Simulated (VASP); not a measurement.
# LiH (Fm-3m) in VASP: notebook, part 2 of 2

VASP 6.6.1.

## (3) Relaxation of cell and atoms, PBE

This run uses another cell than the first one, of 8.45 Å³/atom, 1.051 times its volume.

The input, INCAR:

```
SYSTEM = LiH
PREC = Accurate
ENCUT = 600
EDIFF = 1E-7
ISMEAR = 0
SIGMA = 0.02
LREAL = .False.
LASPH = .True.
NELM = 60
ALGO = Normal
ISIF = 3
LWAVE = .False.
LCHARG = .False.
GGA = PE
IBRION = 2
NSW = 100
EDIFFG = -0.005
```

The input, KPOINTS:

```
Automatic mesh
0
Gamma
  10 10 10
  0 0 0
```

The input, POSCAR:

```
LiH
1.0
    0.0000000000      2.0367500000      2.0367500000
    2.0367500000      0.0000000000      2.0367500000
    2.0367500000      2.0367500000      0.0000000000
Li H
1 1
Direct
    0.0000000000      0.0000000000      0.0000000000
    0.5000000000      0.5000000000      0.5000000000
```

Potentials or basis: VASP PAW PBE potentials, release 64 (Li_sv, H).

Started as:

```bash
cat potpaw_PBE.64/Li_sv/POTCAR potpaw_PBE.64/H/POTCAR > POTCAR
mpirun -np 1 vasp_std > vasp.out
```

Wall time 8.4 s (1 thread of Intel Xeon Platinum 8559C (Emerald Rapids), shared host); peak memory 0.13 GiB.

Results (log left out):

- Free energy: -6.1284 eV
- Relaxed volume: 7.98 Å³/atom
- Relaxed cell: a = 2.826 Å, b = 2.826 Å, c = 2.826 Å, α = 60.00°, β = 60.00°, γ = 60.00°
- Space group after relaxing (to 0.05 Å): Fm-3m (No. 225)
- Energy gained by relaxing: 2.8 meV/atom
- Ionic steps: 3
- Pressure after relaxing: 0.0 GPa
- Band gap on the k mesh: 2.97 eV, direct

Step by step:
```tsv
step	energy change (eV)	largest force (eV/Å)	pressure (GPa)	volume (Å³)
1	0.0000	0.0000	-1.85	16.90
2	-0.0024	0.0000	-1.42	16.66
3	-0.0056	0.0000	0.03	15.96
```

Final structure:
```cif
data_structure
_symmetry_space_group_name_H-M 'P 1'
_symmetry_Int_Tables_number 1
_cell_length_a 2.8261
_cell_length_b 2.8261
_cell_length_c 2.8261
_cell_angle_alpha 60.000
_cell_angle_beta 60.000
_cell_angle_gamma 60.000
_cell_volume 15.96
loop_
_atom_site_label
_atom_site_type_symbol
_atom_site_fract_x
_atom_site_fract_y
_atom_site_fract_z
_atom_site_occupancy
Li1 Li 0.00000 0.00000 0.00000 1
H1 H 0.50000 0.50000 0.50000 1
```

Levels at points of the mesh, in eV from the valence-band top:
| k point | band 1 | band 2 | band 3 | band 4 | band 5 | band 6 |
| --- | --- | --- | --- | --- | --- | --- |
| (0.00, 0.00, 0.00) | -44.28 | -5.47 | 16.20 | 17.98 | 17.98 | 17.98 |
| (0.50, 0.00, 0.00) | -44.23 | -2.65 | 4.94 | 13.74 | 16.58 | 16.58 |
| (0.50, 0.50, 0.00) | -44.22 | 0.00 | 2.97 | 10.86 | 10.86 | 14.03 |

Caveat: the cutoff is under 1.25 times the usual one of these potentials, so pressure, stress and relaxed cells hold a basis-set (Pulay) error. A k mesh can miss the band edges.

## (4) Single point, PBE (volume scaled by 0.97)

The input, INCAR:

```
SYSTEM = LiH
PREC = Accurate
ENCUT = 520
EDIFF = 1E-7
ISMEAR = 0
SIGMA = 0.02
LREAL = .FALSE.
LASPH = .TRUE.
NELM = 60
ALGO = Normal
ISIF = 2
LWAVE = .FALSE.
LCHARG = .TRUE.
GGA = PE
LELF = .TRUE.
LVHAR = .TRUE.
NBANDS = 9
```

The input, KPOINTS:

```
regular mesh
0
G
  10 10 10
  0 0 0
```

The input, POSCAR:

```
LiH
1.0
    0.0000000000      1.9831609953      1.9831609953
    1.9831609953      0.0000000000      1.9831609953
    1.9831609953      1.9831609953      0.0000000000
Li H
1 1
Direct
    0.0000000000      0.0000000000      0.0000000000
    0.5000000000      0.5000000000      0.5000000000
```

Potentials or basis: VASP PAW PBE potentials, release 64 (Li_sv, H).

Started as:

```bash
cat potpaw_PBE.64/Li_sv/POTCAR potpaw_PBE.64/H/POTCAR > POTCAR
mpirun -np 1 vasp_std > vasp.out
```

OUTCAR:

```text
SYSTEM = LiH
   PREC = Accurate
   ENCUT = 520
   EDIFF = 1E-7
   ISMEAR = 0
   LREAL = .FALSE.
   LASPH = .TRUE.
   NELM = 60
   ISIF = 2
   GGA = PE

 ion  position               nearest neighbor table
   1  0.000  0.000  0.000-
   2  0.500  0.500  0.500-

  LATTYP: Found a face centered cubic cell.
 ALAT       =     3.9663219906

  Lattice vectors:

 A1 = (   0.0000000000,   1.9831609953,   1.9831609953)
 A2 = (   1.9831609953,   0.0000000000,   1.9831609953)
 A3 = (   1.9831609953,   1.9831609953,   0.0000000000)

Analysis of symmetry for initial positions (statically):
=====================================================================
 Subroutine PRICEL returns:
 Original cell was already a primitive cell.

 Routine SETGRP: Setting up the symmetry group for a
 face centered cubic supercell.

 Subroutine GETGRP returns: Found 48 space group operations
 (whereof 48 operations were pure point group operations)
 out of a pool of 48 trial point group operations.

The static configuration has the point symmetry O_h .
[... 166 lines left out ...]
 fundamental gap:      2.9551727032
 Fermi energy:         0.5623969431

 k-point     1 :       0.0000    0.0000    0.0000
  band No.  band energies     occupation
      1     -44.0205      2.00000
      2      -5.3125      2.00000
      3      16.7486      0.00000
      4      18.4605      0.00000
      5      18.4605      0.00000
      6      18.4605      0.00000
      7      23.2350      0.00000
      8      23.2350      0.00000
      9      23.2350      0.00000
[... 265 lines left out ...]
 k-point    24 :       0.4000    0.3000    0.0000
  band No.  band energies     occupation
      1     -43.9656      2.00000
      2      -2.1463      2.00000
      3       7.0241      0.00000
      4      10.8678      0.00000
      5      12.2214      0.00000
      6      16.7554      0.00000
      7      18.1951      0.00000
      8      30.4158      0.00000
      9      30.8538      0.00000

 [... further k-points ...]

------------------------ aborting loop because EDIFF is reached ----------------------------------------

  FORCE on cell =-STRESS in cart. coord.  units (eV):
  Direction    XX          YY          ZZ          XY          YZ          ZX
  --------------------------------------------------------------------------------------
  -------------------------------------------------------------------------------------
  Total        0.0882870      0.0882870      0.0882870     -0.0000000     -0.0000000      0.0000000
  in kB        9.0678263      9.0678263      9.0678263     -0.0000000     -0.0000000      0.0000000
  external PRESSURE =       9.0678263 kB  Pullay stress =       0.0000000 kB

 VOLUME and BASIS-vectors are now :
 -----------------------------------------------------------------------------
  energy-cutoff  :      520.00
  volume of cell :       15.60
      direct lattice vectors                 reciprocal lattice vectors
     0.000000000  1.983160995  1.983160995    -0.252122748  0.252122748  0.252122748
     1.983160995  0.000000000  1.983160995     0.252122748 -0.252122748  0.252122748
     1.983160995  1.983160995  0.000000000     0.252122748  0.252122748 -0.252122748

 POSITION                                       TOTAL-FORCE (eV/Angst)
 -----------------------------------------------------------------------------------
      0.00000      0.00000      0.00000         0.000000     -0.000000      0.000000
      1.98316      1.98316      1.98316        -0.000000      0.000000     -0.000000
 -----------------------------------------------------------------------------------
    total drift:                                0.000000     -0.000000     -0.000000

  FREE ENERGIE OF THE ION-ELECTRON SYSTEM (eV)
  ---------------------------------------------------
  free  energy   TOTEN  =        -6.1253174062 eV

  energy  without entropy=       -6.1253174062  energy(sigma->0) =       -6.12531741
```

Wall time 6.9 s (1 thread of Intel Xeon 6975P-C, shared host); peak memory 0.13 GiB.

What came out:

```yaml
Free_energy: -6.1253 eV
Band_gap_on_the_k_mesh: 2.96 eV, direct
```

Caveat: the cell differs from its parent crystal (volume scaled by 0.97); the cutoff is under 1.25 times the usual one of these potentials, so pressure, stress and relaxed cells hold a basis-set (Pulay) error. A k mesh can miss the band edges.

## (5) Single point, PBE (volume scaled by 0.94)

The input, INCAR:

```
SYSTEM = LiH
ALGO = Normal
EDIFF = 1E-7
ENCUT = 520
GGA = PE
ISIF = 2
ISMEAR = 0
LASPH = .True.
LCHARG = .False.
LREAL = .False.
LWAVE = .False.
NBANDS = 9
NELM = 80
PREC = Accurate
SIGMA = 0.02
```

The input, KPOINTS:

```
k-points
0
Gamma
  10 10 10
  0 0 0
```

The input, POSCAR:

```
LiH
1.0
    0.0000000000      1.9625015658      1.9625015658
    1.9625015658      0.0000000000      1.9625015658
    1.9625015658      1.9625015658      0.0000000000
Li H
1 1
Direct
    0.0000000000      0.0000000000      0.0000000000
    0.5000000000      0.5000000000      0.5000000000
```

Started as:

```bash
cat potpaw_PBE.64/Li_sv/POTCAR potpaw_PBE.64/H/POTCAR > POTCAR
mpirun -np 1 vasp_std > vasp.out
```

Wall time 5.6 s (1 thread of Intel Xeon 6975P-C, shared host); peak memory 0.13 GiB.

It converged, with:

* Free energy: -6.1199 eV
* Band gap on the k mesh: 2.93 eV, direct

Levels at points of the mesh, in eV from the valence-band top:
| k point | band 1 | band 2 | band 3 | band 4 | band 5 | band 6 | band 7 |
| --- | --- | --- | --- | --- | --- | --- | --- |
| (0.00, 0.00, 0.00) | -44.24 | -5.68 | 16.92 | 18.55 | 18.55 | 18.55 | 23.38 |
| (0.50, 0.00, 0.00) | -44.18 | -2.82 | 5.08 | 14.22 | 17.09 | 17.09 | 19.72 |
| (0.50, 0.50, 0.00) | -44.16 | 0.00 | 2.93 | 11.13 | 11.13 | 14.37 | 18.19 |

Caveat: the cell differs from its parent crystal (volume scaled by 0.94); the cutoff is under 1.25 times the usual one of these potentials, so pressure, stress and relaxed cells hold a basis-set (Pulay) error.

## (6) Overview

```csv
task,cell,cutoff (eV),gap on the mesh (eV)
single point,"a = 2.833 Å, angles 60.0°, 2 atoms",520,2.98
relaxation of cell and atoms,"relaxed from a = 2.880 Å, angles 60.0°, 2 atoms",600,2.97
single point,"a = 2.805 Å, angles 60.0°, 2 atoms",520,2.96
single point,"a = 2.775 Å, angles 60.0°, 2 atoms",520,2.93
```

Alike in all rows: level PBE; potentials or basis VASP PAW PBE potentials, release 64 (Li_sv, H); no spin polarisation; k mesh 10 × 10 × 10; smearing gaussian 0.02 eV.

Caveats: the cutoff is under 1.25 times the usual one of these potentials, so pressure, stress and relaxed cells hold a basis-set (Pulay) error.

Absolute energies hang on the potentials; compare differences alone.
